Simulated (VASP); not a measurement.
Crystal: La2O3.

```xyz
5
Lattice="3.9308 0.0000 0.0000 -1.9654 3.4042 0.0000 0.0000 0.0000 6.1120" Properties=species:S:1:pos:R:3 pbc="T T T"
La    1.9654    1.1347    4.6070
La    0.0000    2.2694    1.5050
O     1.9654    1.1347    2.1643
O     0.0000    2.2694    3.9477
O     0.0000    0.0000    0.0000
```

| Quantity | Value |
| --- | --- |
| Program | VASP 6.6.1 |
| Task | relaxation of cell and atoms |
| Functional | RPBE |
| Potentials or basis | VASP PAW PBE potentials, release 64 (La, O) |
| Cutoff | 600 eV |
| k mesh | 6 × 6 × 4 |
| Occupations | gaussian, width 0.01 eV |
| Spin | no spin polarisation |

At the start: pressure 4.5 GPa; volume 16.36 Å³/atom.

Problem. Where does the relaxation end?

Solution. Over 10 steps the energy falls by 9.5 meV/atom and the volume is 17.04 Å³/atom (+4.2 %); space group P-3m1 (No. 164, to 0.1 Å) before and after.

The path:
| step | energy change (eV) | largest force (eV/Å) | pressure (GPa) | volume (Å³) |
| --- | --- | --- | --- | --- |
| 1 | 0.0000 | 0.0384 | 4.51 | 81.78 |
| 2 | -0.0099 | 0.4382 | -3.47 | 87.36 |
| 3 | -0.0398 | 0.2282 | -0.01 | 84.70 |
| 4 | -0.0449 | 0.0513 | -0.02 | 84.98 |
| 5 | -0.0458 | 0.0611 | -0.01 | 85.14 |
| 6 | -0.0469 | 0.0455 | -0.02 | 85.19 |
| 7 | -0.0473 | 0.0313 | -0.02 | 85.23 |
| 8 | -0.0473 | 0.0297 | -0.02 | 85.24 |
| 9 | -0.0474 | 0.0184 | 0.02 | 85.21 |
| 10 | -0.0475 | 0.0032 | 0.07 | 85.18 |

Final structure:
```
La O
1.0
     3.95859    0.00000    0.00000
    -1.97930    3.42824    0.00000
     0.00000    0.00000    6.27658
La O
2 3
Direct
  0.66667 0.33333 0.75143
  0.33333 0.66667 0.24857
  0.66667 0.33333 0.35485
  0.33333 0.66667 0.64515
  0.00000 0.00000 0.00000
```

Caveat: the PAW data sets were made with another functional, which shifts forces and pressure a little.
